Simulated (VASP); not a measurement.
A run of VASP 6.6.1 is set up as follows.

INCAR

```
PREC = Accurate ; ENCUT = 520
EDIFF = 1E-7 ; ISMEAR = 0
SIGMA = 0.1 ; LREAL = False
LASPH = True ; NELM = 100
ALGO = Normal ; ISIF = 2
LWAVE = False ; LCHARG = False
GGA = PE ; NBANDS = 16
```

Contents of KPOINTS:

```
Automatic mesh
0
Gamma
  6 6 4
```

The input POSCAR:

```
TaC2
1.0
    3.1677106300      0.0000000000      0.0000000000
    0.0000000000      3.1677106300      0.0000000000
    0.0000000000      0.0000000000      4.9049032400
Ta C
1 2
Direct
    0.0000000000      0.0000000000      0.5000000000
    0.0000000000      0.5000000000      0.5000000000
    0.5000000000      0.0000000000      0.5000000000
```

Potentials or basis: VASP PAW PBE potentials, release 64 (Ta_pv, C).

Run with:

```sh
$ cat potpaw_PBE.64/Ta_pv/POTCAR potpaw_PBE.64/C/POTCAR > POTCAR
$ mpirun -np 1 vasp_std > vasp.out
```

**Question.** Estimate the pressure.

**Answer.** 142.0 GPa.

Stress tensor (GPa, compression positive):
```
214.19   0.00   0.00
  0.00 214.19   0.00
  0.00   0.00  -2.28
```
